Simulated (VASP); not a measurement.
# CdS (Hawleyite) (F-43m) in VASP: phonons with r2SCAN

Aim: the phonons of CdS (Hawleyite) with r2SCAN.

Program: VASP 6.6.1. These are calculated values, not measurements. Logs are shortened: lines on timing, memory, paths and dates and some standing lists are left out, and cuts for length are marked.

## Step 1: The cell of the first run

Symmetry: F-43m, No. 216, cubic system. The conventional cell has a = 5.833 Å, b = 5.833 Å, c = 5.833 Å, α = 90.00°, β = 90.00°, γ = 90.00°. Within 3.3 Å of Cd (site symmetry -43m) lie 4 S at 2.53 Å. Within 3.3 Å of S (site symmetry -43m) lie 4 Cd at 2.53 Å.

## Step 2: Phonons, r2SCAN

The input, INCAR:

```
SYSTEM = CdS
ALGO = Normal
EDIFF = 1E-8
ENCUT = 550
GGA_COMPAT = .FALSE.
IBRION = 6
ISIF = 2
ISMEAR = 0
LASPH = .TRUE.
LCHARG = .FALSE.
LMIXTAU = .TRUE.
LREAL = .FALSE.
LWAVE = .FALSE.
METAGGA = R2SCAN
NBANDS = 16
NELM = 120
NFREE = 2
NSW = 1
POTIM = 0.015
PREC = Accurate
SIGMA = 0.01
```

The input, KPOINTS:

```
k-points
0
G
  3 3 3
  0 0 0
```

The input, POSCAR:

```
CdS
1.0
    0.0000000000      2.9165000000      2.9165000000
    2.9165000000      0.0000000000      2.9165000000
    2.9165000000      2.9165000000      0.0000000000
Cd S
1 1
Direct
    0.0000000000      0.0000000000      0.0000000000
    0.2500000000      0.2500000000      0.2500000000
```

Potentials or basis: VASP PAW PBE potentials, release 64 (Cd, S).

Started as:

```sh
cat potpaw_PBE.64/Cd/POTCAR potpaw_PBE.64/S/POTCAR > POTCAR
mpirun -np 1 vasp_std > vasp.out
```

OUTCAR:

```text
SYSTEM = CdS
   EDIFF = 1E-8
   ENCUT = 550
   IBRION = 6
   ISIF = 2
   ISMEAR = 0
   LASPH = .TRUE.
   LREAL = .FALSE.
   METAGGA = R2SCAN
   NELM = 120
   NFREE = 2
   NSW = 1
   POTIM = 0.015
   PREC = Accurate

 ion  position               nearest neighbor table
   1  0.000  0.000  0.000-   2 2.53   2 2.53   2 2.53   2 2.53
   2  0.250  0.250  0.250-   1 2.53   1 2.53   1 2.53   1 2.53

  LATTYP: Found a face centered cubic cell.
 ALAT       =     5.8330000000

  Lattice vectors:

 A1 = (   0.0000000000,   2.9165000000,   2.9165000000)
 A2 = (   2.9165000000,   0.0000000000,   2.9165000000)
 A3 = (   2.9165000000,   2.9165000000,   0.0000000000)

Analysis of symmetry for initial positions (statically):
=====================================================================
 Subroutine PRICEL returns:
 Original cell was already a primitive cell.

 Routine SETGRP: Setting up the symmetry group for a
 face centered cubic supercell.

 Subroutine GETGRP returns: Found 24 space group operations
 (whereof 24 operations were pure point group operations)
 out of a pool of 48 trial point group operations.

The static configuration has the point symmetry T_d .

Analysis of symmetry for dynamics (positions and initial velocities):
=====================================================================
 Subroutine PRICEL returns:
 Original cell was already a primitive cell.

 Routine SETGRP: Setting up the symmetry group for a
 face centered cubic supercell.

 Subroutine GETGRP returns: Found 24 space group operations
 (whereof 24 operations were pure point group operations)
 out of a pool of 48 trial point group operations.

The dynamic configuration has the point symmetry T_d .

 Subroutine INISYM returns: Found 24 space group operations
 (whereof 24 operations are pure point group operations),
 and found     1 'primitive' translations

----------------------------------------------------------------------------------------

                                     Primitive cell

  volume of cell :      49.6153

  direct lattice vectors                    reciprocal lattice vectors
     0.000000000  2.916500000  2.916500000    -0.171438368  0.171438368  0.171438368
     2.916500000  0.000000000  2.916500000     0.171438368 -0.171438368  0.171438368
     2.916500000  2.916500000  0.000000000     0.171438368  0.171438368 -0.171438368

  length of vectors
     4.124553855  4.124553855  4.124553855     0.296939964  0.296939964  0.296939964

  position of ions in fractional coordinates (direct lattice)
     0.000000000  0.000000000  0.000000000
     0.250000000  0.250000000  0.250000000

  ion indices of the primitive-cell ions
   primitive index   ion index
                 1           1
                 2           2

----------------------------------------------------------------------------------------

 KPOINTS: k-points

Automatic generation of k-mesh.
 Grid dimensions read from file:
 generate k-points for:    3    3    3

 Generating k-lattice:

  Cartesian coordinates                     Fractional coordinates (reciprocal lattice)
    -0.057146123  0.057146123  0.057146123     0.333333333  0.000000000  0.000000000
     0.057146123 -0.057146123  0.057146123     0.000000000  0.333333333  0.000000000
     0.057146123  0.057146123 -0.057146123     0.000000000  0.000000000  0.333333333

  Length of vectors
     0.098979988  0.098979988  0.098979988

  Shift w.r.t. Gamma in fractional coordinates (k-lattice)
     0.000000000  0.000000000  0.000000000

 Subroutine IBZKPT returns following result:
 ===========================================

 Found      4 irreducible k-points:

 Following reciprocal coordinates:
            Coordinates               Weight
  0.000000  0.000000  0.000000      1.000000
  0.333333  0.000000  0.000000      8.000000
  0.333333  0.333333  0.000000      6.000000
 -0.333333  0.333333  0.000000     12.000000
   k-points           NKPTS =      4   k-points in BZ     NKDIM =      4   number of bands    NBANDS=     16
   number of dos      NEDOS =    301   number of ions     NIONS =      2
   total plane-waves  NPLWV =  32768
   dimension x,y,z NGX =    32 NGY =   32 NGZ =   32
   dimension x,y,z NGXF=    64 NGYF=   64 NGZF=   64
   ions per type =               1   1
   NGX,Y,Z   is equivalent  to a cutoff of  12.90, 12.90, 12.90 a.u.
   NGXF,Y,Z  is equivalent  to a cutoff of  25.80, 25.80, 25.80 a.u.
 SYSTEM =  CdS
   PREC   = accura    normal or accurate (medium, high low for compatibility)
   ISTART =      0    job   : 0-new  1-cont  2-samecut
   ICHARG =      2    charge: 1-file 2-atom 10-const
   ISPIN  =      1    spin polarized calculation?
   LNONCOLLINEAR =      F non collinear calculations
   LSORBIT =      F    spin-orbit coupling
   LASPH  =      T    aspherical Exc in radial PAW
   ENCUT  =  550.0 eV  40.42 Ry    6.36 a.u.   7.89  7.89  7.89*2*pi/ulx,y,z
   NELM   =    120;   NELMIN=  2; NELMDL= -5     # of ELM steps
   EDIFF  = 0.1E-07   stopping-criterion for ELM
   LREAL  =      F    real-space projection
   EDIFFG = 0.1E-06   stopping-criterion for IOM
   NSW    =     61    number of steps for IOM
   IBRION =      6    ionic relax: 0-MD 1-quasi-New 2-CG
   NFREE  =      2    steps in history (QN), initial steepest desc. (CG)
   ISIF   =      2    stress and relaxation
   ISYM   =      2    0-nonsym 1-usesym 2-fastsym
   POTIM  = 0.0150    time-step for ionic-motion
   TEBEG  =    0.0;   TEEND  =   0.0 temperature during run
   PSTRESS=    0.0 pullay stress
   NELECT =      18.0000    total number of electrons
   NUPDOWN=      -1.0000    fix difference up-down
   EMIN   =  10.00;   EMAX   =-10.00  energy-range for DOS
   EFERMI =   0.00;   METHOD = LEGACY
   ISMEAR =     0;   SIGMA  =   0.01  broadening in eV -4-tet -1-fermi 0-gaus
   EFERMI_NEDOS =   21; number of points for ismear=-14 and -15
   IALGO  =     38    algorithm
   IMIX   =      4    mixing-type and parameters
     AMIX     =   0.40;   BMIX     =  1.00
     AMIX_MAG =   1.60;   BMIX_MAG =  1.00
  volume/ion in A,a.u.               =      24.81       167.41
  Fermi-wavevector in a.u.,A,eV,Ry     =   1.167599  2.206442 18.548649  1.363287
  Thomas-Fermi vector in A             =   2.304097
   LORBIT       =      0    0 simple, 1 ext, 2 COOP (PROOUT), +10 PAW based schemes
   METAGGA = R2SCAN    functional components
   LHFCALC =     F    Hartree Fock is set to
   AEXX    =    0.0000 exact exchange contribution
   IVDW    =     0    specifies the selected vdW correction
   LEPSILON=     F    determine dielectric tensor
   LRPA    =     F    only Hartree local field effects (RPA)
 finite differences with symmetry
 non-spin polarized calculation
 Gauss-broadening in eV      SIGMA  =   0.01
  energy-cutoff  :      550.00
  volume of cell :       49.62
 maximum number of plane-waves:      1464
   NGX = 15   NGY = 15   NGZ = 15

--------------------------------------- Ionic step        1  -------------------------------------------

 number of electron      18.0000004 magnetization

 Free energy of the ion-electron system (eV)
  ---------------------------------------------------
  ext. energy  EPLUGINS =         0.00000000
  ---------------------------------------------------
  free energy    TOTEN  =       -29.53209245 eV

  energy without entropy =      -29.53209245  energy(sigma->0) =      -29.53209245

------------------------ aborting loop because EDIFF is reached ----------------------------------------

  FORCE on cell =-STRESS in cart. coord.  units (eV):
  Direction    XX          YY          ZZ          XY          YZ          ZX
  --------------------------------------------------------------------------------------
  -------------------------------------------------------------------------------------
  Total        0.7745031      0.7745031      0.7745031      0.0000000      0.0000000     -0.0000000
  in kB       25.0102370     25.0102370     25.0102370      0.0000000      0.0000000     -0.0000000
  external PRESSURE =      25.0102370 kB  Pullay stress =       0.0000000 kB
[... 131 lines left out ...]
--------------------------------------- Ionic step        5  -------------------------------------------

 number of electron      18.0000005 magnetization

 Free energy of the ion-electron system (eV)
  ---------------------------------------------------
  ext. energy  EPLUGINS =         0.00000000
  ---------------------------------------------------
  free energy    TOTEN  =       -29.53149395 eV

  energy without entropy =      -29.53149395  energy(sigma->0) =      -29.53149395

 E-fermi :   1.2085     XC(G=0):  -9.7122

 val. band max:        1.1254888886   @ k =   0.0000   0.0000   0.0000
 cond. band min:       2.6755619626   @ k =   0.0000   0.0000   0.0000
 fundamental gap:      1.5500730740
 Fermi energy:         1.2085055972

 k-point     1 :       0.0000    0.0000    0.0000
  band No.  band energies     occupation
      1     -11.7444      2.00000
      2      -6.9249      2.00000
      3      -6.9141      2.00000
      4      -6.9036      2.00000
      5      -6.4082      2.00000
      6      -6.4081      2.00000
[... 170 lines left out ...]
  FREE ENERGIE OF THE ION-ELECTRON SYSTEM (eV)
  ---------------------------------------------------
  free  energy   TOTEN  =       -29.5314939489 eV

  energy  without entropy=      -29.5314939489  energy(sigma->0) =      -29.53149395

 INTERNAL STRAIN TENSORS FROM DISPLACED ATOMS
 ============================================

 INTERNAL STRAIN TENSOR FOR ION    1 for displacements in x,y,z  (eV/Angst):
          X           Y           Z          XY          YZ          ZX
  --------------------------------------------------------------------------------
  x     0.00000    -0.00000    -0.00000     0.00000     7.26625     0.00000
  y     0.00000     0.00000     0.00000    -0.00000     0.00000     7.26625
  z    -0.00000    -0.00000     0.00000     7.26625     0.00000     0.00000

 INTERNAL STRAIN TENSOR FOR ION    2 for displacements in x,y,z  (eV/Angst):
          X           Y           Z          XY          YZ          ZX
  --------------------------------------------------------------------------------
  x    -0.00000     0.00000     0.00000    -0.00000    -7.25396     0.00000
  y     0.00000     0.00000     0.00000     0.00000    -0.00000    -7.25396
  z     0.00000     0.00000    -0.00000    -7.25396     0.00000    -0.00000

 Eigenvectors and eigenvalues of the dynamical matrix
 ----------------------------------------------------

   1 f  =    7.214705 THz    45.331332 2PiTHz  240.656671 cm-1    29.837611 meV
             X         Y         Z           dx          dy          dz
      0.000000  0.000000  0.000000     0.472379   -0.000000    0.000000
      1.458250  1.458250  1.458250    -0.881396   -0.000000    0.000000
[... 21 lines left out ...]
   6 f/i=    0.010375 THz     0.065187 2PiTHz    0.346065 cm-1     0.042907 meV
             X         Y         Z           dx          dy          dz
      0.000000  0.000000  0.000000     0.226366    0.484345    0.700733
      1.458250  1.458250  1.458250     0.121319    0.259582    0.375554

 ELASTIC MODULI CONTR FROM IONIC RELAXATION (kBar)
 Direction    XX          YY          ZZ          XY          YZ          ZX
 --------------------------------------------------------------------------------
 XX          -0.0000     -0.0000     -0.0000      0.0000     -0.0000     -0.0000
 YY          -0.0000     -0.0000     -0.0000      0.0000      0.0000      0.0000
 ZZ          -0.0000     -0.0000     -0.0000     -0.0000      0.0000     -0.0000
 XY           0.0000      0.0000     -0.0000   -319.7086     -0.0000      0.0000
 YZ          -0.0000      0.0000      0.0000     -0.0000   -319.7086     -0.0000
 ZX          -0.0000      0.0000     -0.0000      0.0000     -0.0000   -319.7086
 --------------------------------------------------------------------------------
```

It took 4.5 min on 1 thread of AMD EPYC 7R43 (Zen 3), shared host; peak memory 0.16 GiB.

What came out:

```
Highest phonon frequency at Γ, LO-TO splitting left out : 241 cm⁻¹
```

Phonon frequencies in cm⁻¹ (negative: imaginary):
| q point | frequencies |
| --- | --- |
| (0.000, 0.000, 0.000) | 0 0 0 241 241 241 |

Caveat: the k points lie up to 0.62 Å⁻¹ apart; the cell wasn't relaxed at this level first, which shifts response properties; the PAW data sets were made with another functional, which shifts forces and pressure a little.
